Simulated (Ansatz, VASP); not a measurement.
# CdTe: VASP beside Ansatz

Contents of INCAR:

```
PREC = Accurate ; ENCUT = 520
EDIFF = 1E-6 ; ISMEAR = -1
SIGMA = 0.3 ; LREAL = F
LASPH = T ; NELM = 80
ALGO = Normal ; ISIF = 2
LWAVE = F ; LCHARG = T
LDIPOL = T ; IDIPOL = 3
DIPOL = 0.5 0.5 0.500 ; GGA = PS
LELF = T ; LVHAR = T
LVACPOTAV = T ; NBANDS = 36
```

Contents of KPOINTS:

```
Automatic mesh
0
Gamma
  6 6 1
```

Contents of POSCAR:

```
CdTe
1.0
    4.5886584790      0.0000000000      0.0000000000
   -2.2943292395      3.9738948121      0.0000000000
    0.0000000000      0.0000000000     23.4299039080
Te Cd
3 3
Direct
    0.0000000000      0.0000000000      0.3201037456
    0.3333333333      0.6666666667      0.4800115273
    0.6666666667      0.3333333333      0.6399193090
    0.3333333333      0.6666666667      0.3600806910
    0.6666666667      0.3333333333      0.5199884727
    0.0000000000      0.0000000000      0.6798962544
```

Input for Ansatz:

```yaml
crystal:
  lattice:
    - [4.588658479, 0.0, 0.0]
    - [-2.2943292395, 3.9738948121, 0.0]
    - [0.0, 0.0, 23.429903908]
  atoms:
    - { symbol: Te, position: [0.0, 0.0, 0.3201037456] }
    - { symbol: Cd, position: [0.3333333333, 0.6666666667, 0.360080691] }
    - { symbol: Te, position: [0.3333333333, 0.6666666667, 0.4800115273] }
    - { symbol: Cd, position: [0.6666666667, 0.3333333333, 0.5199884727] }
    - { symbol: Te, position: [0.6666666667, 0.3333333333, 0.639919309] }
    - { symbol: Cd, position: [0.0, 0.0, 0.6798962544] }
basis:
  ecutwfc: 420
kpoints:
  mp_grid: { grid: [6, 6, 1] }
hamiltonian:
  xc: pbesol
scf:
  occupations: { method: fermi_dirac, width: 0.3 }
output:
  forces: true
  stress: true
  eigenvalues: true
efield:
  axis: 3
  dipole_correction: true
  ramp_width: 0.04
```

Alike in both runs: task single point; functional PBEsol; k mesh 6 × 6 × 1; occupations fermi-dirac, width 0.3 eV; no spin polarisation.

```csv
,VASP,Ansatz
version,VASP 6.6.1,Ansatz 0.2.0
potentials or method,"VASP PAW PBE potentials, release 64 (Te, Cd), cutoff 520 eV","scalar-relativistic, plane waves, PAW"
valence electrons in the cell,54,108
```

```csv
,VASP,Ansatz,Ansatz less VASP
gap on the k mesh at the Fermi level (eV),0.22,0.22,-0.002
least direct gap on the mesh (eV),0.22,0.22,-0.002
rms of the force components (eV/Å),0.218,0.220,+0.0018
```

VASP's potentials were made for PBE, not for PBEsol. With one functional, cell and mesh, what is left measures potentials, basis and numerics. VASP's potentials hold 54 valence electrons a cell and Ansatz's 108, so a difference there can come from the potentials and not from the codes.

Neither program's run includes spin-orbit coupling.
